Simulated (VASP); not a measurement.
# CrO2 (P4_2/mnm) in VASP: notebook

CrO2 is run at these levels: PBE+U; tasks: single point.

All numbers are computed with VASP 6.6.1; they aren't measurements. Logs are shortened: lines on timing, memory, paths and dates and some standing lists are left out, and cuts for length are marked.

### Step 1. The cell of the first run

The structure is tetragonal, space group P4_2/mnm (No. 136). Conventional cell: a = 4.421 Å, b = 4.421 Å, c = 2.917 Å, α = 90.00°, β = 90.00°, γ = 90.00°. Cr (site symmetry mmm) has 6 O at 1.88 to 1.92 Å within 2.5 Å. Within 2.5 Å of O (site symmetry m2m) lie 3 Cr at 1.88 to 1.92 Å and 1 O at 2.49 Å.

### Step 2. Single point, PBE+U, collinear spin, ferromagnetic start

Contents of INCAR:

```
ALGO = Normal
EDIFF = 1E-7
ENCUT = 520
GGA = PE
ISIF = 2
ISMEAR = 0
ISPIN = 2
LASPH = T
LCHARG = T
LDAU = T
LDAUJ = 0 0
LDAUL = 2 -1
LDAUPRINT = 1
LDAUTYPE = 2
LDAUU = 3.7 0
LELF = T
LMAXMIX = 4
LORBIT = 11
LREAL = F
LVHAR = T
LWAVE = F
MAGMOM = 2 2 0 0 0 0
NBANDS = 37
NELM = 150
PREC = Accurate
SIGMA = 0.05
```

Contents of KPOINTS:

```
k-points
0
Gamma
  4 4 6
```

Contents of POSCAR:

```
CrO2
1.0
    4.4210000000      0.0000000000      0.0000000000
    0.0000000000      4.4210000000      0.0000000000
    0.0000000000      0.0000000000      2.9170000000
Cr O
2 4
Direct
    0.0000000000      0.0000000000      0.0000000000
    0.5000000000      0.5000000000      0.5000000000
    0.3010000000      0.3010000000      0.0000000000
    0.1990000000      0.8010000000      0.5000000000
    0.6990000000      0.6990000000      0.0000000000
    0.8010000000      0.1990000000      0.5000000000
```

Potentials or basis: VASP PAW PBE potentials, release 64 (Cr_pv, O).

Command:

```console
$ cat potpaw_PBE.64/Cr_pv/POTCAR potpaw_PBE.64/O/POTCAR > POTCAR
$ mpirun -np 1 vasp_std > vasp.out
```

OUTCAR:

```text
EDIFF = 1E-7
   ENCUT = 520
   GGA = PE
   ISIF = 2
   ISMEAR = 0
   ISPIN = 2
   LASPH = T
   LORBIT = 11
   LREAL = F
   NELM = 150
   PREC = Accurate

 ion  position               nearest neighbor table
   1  0.000  0.000  0.000-   3 1.88   5 1.88   4 1.92   6 1.92   4 1.92   6 1.92
   2  0.500  0.500  0.500-   4 1.88   6 1.88   5 1.92   3 1.92   3 1.92   5 1.92
   3  0.301  0.301  0.000-   1 1.88   2 1.92   2 1.92
   4  0.199  0.801  0.500-   2 1.88   1 1.92   1 1.92
   5  0.699  0.699  0.000-   1 1.88   2 1.92   2 1.92
   6  0.801  0.199  0.500-   2 1.88   1 1.92   1 1.92

  LATTYP: Found a simple tetragonal cell.
 ALAT       =     4.4210000000
 C/A-ratio  =     0.6598054739

  Lattice vectors:

 A1 = (   4.4210000000,   0.0000000000,   0.0000000000)
 A2 = (   0.0000000000,   4.4210000000,   0.0000000000)
 A3 = (   0.0000000000,   0.0000000000,   2.9170000000)

Analysis of symmetry for initial positions (statically):
=====================================================================
 Subroutine PRICEL returns:
 Original cell was already a primitive cell.

 Routine SETGRP: Setting up the symmetry group for a
 simple tetragonal supercell.

 Subroutine GETGRP returns: Found 16 space group operations
 (whereof  8 operations were pure point group operations)
 out of a pool of 16 trial point group operations.

The static configuration has the point symmetry D_2h.
 The point group associated with its full space group is D_4h.

Analysis of symmetry for dynamics (positions and initial velocities):
=====================================================================
 Subroutine PRICEL returns:
 Original cell was already a primitive cell.

 Routine SETGRP: Setting up the symmetry group for a
 simple tetragonal supercell.

 Subroutine GETGRP returns: Found 16 space group operations
 (whereof  8 operations were pure point group operations)
 out of a pool of 16 trial point group operations.

The dynamic configuration has the point symmetry D_2h.
 The point group associated with its full space group is D_4h.

Analysis of structural, dynamic, and magnetic symmetry:
=====================================================================
 Subroutine PRICEL returns:
 Original cell was already a primitive cell.

 Routine SETGRP: Setting up the symmetry group for a
 simple tetragonal supercell.

 Subroutine GETGRP returns: Found 16 space group operations
 (whereof  8 operations were pure point group operations)
 out of a pool of 16 trial point group operations.

The overall configuration has the point symmetry D_2h.
 The point group associated with its full space group is D_4h.

 Subroutine INISYM returns: Found 16 space group operations
 (whereof  8 operations are pure point group operations),
 and found     1 'primitive' translations

----------------------------------------------------------------------------------------

                                     Primitive cell

  volume of cell :      57.0135

  direct lattice vectors                    reciprocal lattice vectors
     4.421000000  0.000000000  0.000000000     0.226193169  0.000000000  0.000000000
     0.000000000  4.421000000  0.000000000     0.000000000  0.226193169  0.000000000
     0.000000000  0.000000000  2.917000000     0.000000000  0.000000000  0.342817964

  length of vectors
     4.421000000  4.421000000  2.917000000     0.226193169  0.226193169  0.342817964

  position of ions in fractional coordinates (direct lattice)
     0.000000000  0.000000000  0.000000000
[... 155 lines left out ...]
  o =  0.3927  v =  0.0000 -0.7071  0.0000  0.7071 -0.0000  0.0000  0.0000  0.0000  0.0000  0.0000      0.0000  0.0000  0.0000  0.0000  0.0000  0.0000  0.0000  0.0000  0.0000  0.0000
  o =  0.4343  v = -0.8265  0.0000  0.5629  0.0000  0.0000  0.0000  0.0000  0.0000  0.0000  0.0000      0.0000  0.0000  0.0000  0.0000  0.0000  0.0000  0.0000  0.0000  0.0000  0.0000
  o =  0.5127  v =  0.0000 -0.0000 -0.0000  0.0000  1.0000  0.0000  0.0000  0.0000  0.0000  0.0000      0.0000  0.0000  0.0000  0.0000  0.0000  0.0000  0.0000  0.0000  0.0000  0.0000
  o =  0.8737  v =  0.0000 -0.7071 -0.0000 -0.7071  0.0000  0.0000  0.0000  0.0000  0.0000  0.0000      0.0000  0.0000  0.0000  0.0000  0.0000  0.0000  0.0000  0.0000  0.0000  0.0000
  o =  0.9525  v = -0.5629  0.0000 -0.8265  0.0000 -0.0000  0.0000  0.0000  0.0000  0.0000  0.0000      0.0000  0.0000  0.0000  0.0000  0.0000  0.0000  0.0000  0.0000  0.0000  0.0000

atom =   2  type =  1  l = 2

 onsite density matrix

spin component  1

  0.5985  0.0000 -0.2411  0.0000  0.0000
  0.0000  0.6332  0.0000 -0.2405  0.0000
 -0.2411  0.0000  0.7883  0.0000  0.0000
  0.0000 -0.2405  0.0000  0.6332  0.0000
  0.0000  0.0000  0.0000  0.0000  0.5127

spin component  2

  0.2352  0.0000  0.1127  0.0000  0.0000
  0.0000  0.1898  0.0000  0.1071  0.0000
  0.1127  0.0000  0.1339  0.0000  0.0000
  0.0000  0.1071  0.0000  0.1898  0.0000
  0.0000  0.0000  0.0000  0.0000  0.0993

 occupancies and eigenvectors

  o =  0.0610  v =  0.0000  0.0000  0.0000  0.0000  0.0000 -0.5431  0.0000  0.8397 -0.0000 -0.0000      0.0000  0.0000  0.0000  0.0000  0.0000  0.0000  0.0000  0.0000  0.0000  0.0000
  o =  0.0826  v =  0.0000  0.0000  0.0000  0.0000  0.0000  0.0000  0.7071 -0.0000 -0.7071  0.0000      0.0000  0.0000  0.0000  0.0000  0.0000  0.0000  0.0000  0.0000  0.0000  0.0000
  o =  0.0993  v =  0.0000  0.0000  0.0000  0.0000  0.0000 -0.0000 -0.0000  0.0000  0.0000  1.0000      0.0000  0.0000  0.0000  0.0000  0.0000  0.0000  0.0000  0.0000  0.0000  0.0000
  o =  0.2969  v =  0.0000  0.0000  0.0000  0.0000  0.0000 -0.0000 -0.7071 -0.0000 -0.7071 -0.0000      0.0000  0.0000  0.0000  0.0000  0.0000  0.0000  0.0000  0.0000  0.0000  0.0000
  o =  0.3081  v =  0.0000  0.0000  0.0000  0.0000  0.0000 -0.8397  0.0000 -0.5431  0.0000 -0.0000      0.0000  0.0000  0.0000  0.0000  0.0000  0.0000  0.0000  0.0000  0.0000  0.0000
  o =  0.3927  v =  0.0000  0.7071  0.0000  0.7071  0.0000  0.0000  0.0000  0.0000  0.0000  0.0000      0.0000  0.0000  0.0000  0.0000  0.0000  0.0000  0.0000  0.0000  0.0000  0.0000
  o =  0.4343  v = -0.8265 -0.0000 -0.5629  0.0000  0.0000  0.0000  0.0000  0.0000  0.0000  0.0000      0.0000  0.0000  0.0000  0.0000  0.0000  0.0000  0.0000  0.0000  0.0000  0.0000
  o =  0.5127  v = -0.0000  0.0000 -0.0000  0.0000 -1.0000  0.0000  0.0000  0.0000  0.0000  0.0000      0.0000  0.0000  0.0000  0.0000  0.0000  0.0000  0.0000  0.0000  0.0000  0.0000
  o =  0.8737  v =  0.0000  0.7071  0.0000 -0.7071  0.0000  0.0000  0.0000  0.0000  0.0000  0.0000      0.0000  0.0000  0.0000  0.0000  0.0000  0.0000  0.0000  0.0000  0.0000  0.0000
  o =  0.9525  v = -0.5629 -0.0000  0.8265  0.0000  0.0000  0.0000  0.0000  0.0000  0.0000  0.0000      0.0000  0.0000  0.0000  0.0000  0.0000  0.0000  0.0000  0.0000  0.0000  0.0000

 number of electron      48.0000027 magnetization       3.9999997

 Free energy of the ion-electron system (eV)
  ---------------------------------------------------
  ext. energy  EPLUGINS =         0.00000000
  ---------------------------------------------------
  free energy    TOTEN  =       -44.25665469 eV

  energy without entropy =      -44.25474154  energy(sigma->0) =      -44.25569811

 E-fermi :   5.3130     XC(G=0): -11.9005

 val. band max:        5.2912708106   @ k =   0.2500   0.0000   0.0000
 cond. band min:       5.3264743451   @ k =   0.0000   0.0000   0.0000
 fundamental gap:      0.0352035346
 Fermi energy:         5.3129845187

 spin component 1

 k-point     1 :       0.0000    0.0000    0.0000
  band No.  band energies     occupation
      1     -39.5018      1.00000
      2     -39.5018      1.00000
      3     -39.4330      1.00000
      4     -39.4330      1.00000
      5     -39.2147      1.00000
      6     -39.2007      1.00000
[... 925 lines left out ...]
     35      17.1024      0.00000
     36      17.1024      0.00000
 Fermi energy:         5.3129845187

 spin component 2

 k-point     1 :       0.0000    0.0000    0.0000
  band No.  band energies     occupation
      1     -37.2092      1.00000
      2     -37.2092      1.00000
      3     -37.0162      1.00000
      4     -37.0162      1.00000
      5     -36.5356      1.00000
      6     -36.5184      1.00000
[... 925 lines left out ...]
     35      17.1740      0.00000
     36      17.1740      0.00000
 [bands above 36 left out]

------------------------ aborting loop because EDIFF is reached ----------------------------------------

  FORCE on cell =-STRESS in cart. coord.  units (eV):
  Direction    XX          YY          ZZ          XY          YZ          ZX
  --------------------------------------------------------------------------------------
  -------------------------------------------------------------------------------------
  Total        3.5603722      3.5603722      5.0158991      0.0000000      0.0000000      0.0000000
  in kB      100.0526337    100.0526337    140.9554635      0.0000000      0.0000000      0.0000000
  external PRESSURE =     113.6869103 kB  Pullay stress =       0.0000000 kB

 VOLUME and BASIS-vectors are now :
 -----------------------------------------------------------------------------
  energy-cutoff  :      520.00
  volume of cell :       57.01
      direct lattice vectors                 reciprocal lattice vectors
     4.421000000  0.000000000  0.000000000     0.226193169  0.000000000  0.000000000
     0.000000000  4.421000000  0.000000000     0.000000000  0.226193169  0.000000000
     0.000000000  0.000000000  2.917000000     0.000000000  0.000000000  0.342817964

 POSITION                                       TOTAL-FORCE (eV/Angst)
 -----------------------------------------------------------------------------------
      0.00000      0.00000      0.00000         0.000000      0.000000      0.000000
      2.21050      2.21050      1.45850         0.000000      0.000000      0.000000
      1.33072      1.33072      0.00000        -0.043789     -0.043789      0.000000
      0.87978      3.54122      1.45850         0.043789     -0.043789      0.000000
      3.09028      3.09028      0.00000         0.043789      0.043789      0.000000
      3.54122      0.87978      1.45850        -0.043789      0.043789      0.000000
 -----------------------------------------------------------------------------------
    total drift:                                0.000000      0.000000      0.000000

  FREE ENERGIE OF THE ION-ELECTRON SYSTEM (eV)
  ---------------------------------------------------
  free  energy   TOTEN  =       -44.2566546877 eV

  energy  without entropy=      -44.2547415395  energy(sigma->0) =      -44.25569811

 total charge

# of ion       s       p       d       tot
------------------------------------------
    1        0.375   6.475   3.977  10.826
    2        0.375   6.475   3.977  10.826
    3        1.572   3.480   0.000   5.052
    4        1.572   3.480   0.000   5.052
    5        1.572   3.480   0.000   5.052
    6        1.572   3.480   0.000   5.052
--------------------------------------------------
tot          7.036  26.872   7.954  41.861

 magnetization (x)

# of ion       s       p       d       tot
------------------------------------------
    1        0.027   0.036   2.314   2.377
    2        0.027   0.036   2.314   2.377
    3       -0.006  -0.180   0.000  -0.186
    4       -0.006  -0.180   0.000  -0.186
    5       -0.006  -0.180   0.000  -0.186
    6       -0.006  -0.180   0.000  -0.186
--------------------------------------------------
tot          0.031  -0.649   4.628   4.011
```

Wall time 67 s (1 thread of Intel Xeon 6975P-C (Granite Rapids), shared host); peak memory 0.24 GiB.

What came out:

```yaml
Free_energy: -44.2567 eV
Pressure: 11.4 GPa
Largest_force: 0.062 eV/Å
Band_gap_on_the_k_mesh: zero (filled and empty bands overlap)
Net_moment: 4.00 μB per cell
Site_moments: Cr +2.38; O -0.19 μB
Valence_electrons_inside_the_program's_atomic_spheres: Cr 10.83; O 5.05
```

Forces on the atoms (eV/Å):
```
Cr   0.000  0.000  0.000
Cr   0.000  0.000  0.000
O   -0.044 -0.044  0.000
O    0.044 -0.044  0.000
O    0.044  0.044  0.000
O   -0.044  0.044  0.000
```

Eigenvalues of the final occupation matrices:
| site | spin | trace | eigenvalues |
| --- | --- | --- | --- |
| site 1 d | 1 | 3.17 | 0.39 0.43 0.51 0.87 0.95 |
| site 1 d | 2 | 0.85 | 0.06 0.08 0.10 0.30 0.31 |
| site 2 d | 1 | 3.17 | 0.39 0.43 0.51 0.87 0.95 |
| site 2 d | 2 | 0.85 | 0.06 0.08 0.10 0.30 0.31 |

Caveat: only a ferromagnetic start was run, and an antiferromagnetic order may lie lower in energy. The state reached can hang on the start; a lower one may exist.

[end of part 1 of 2]
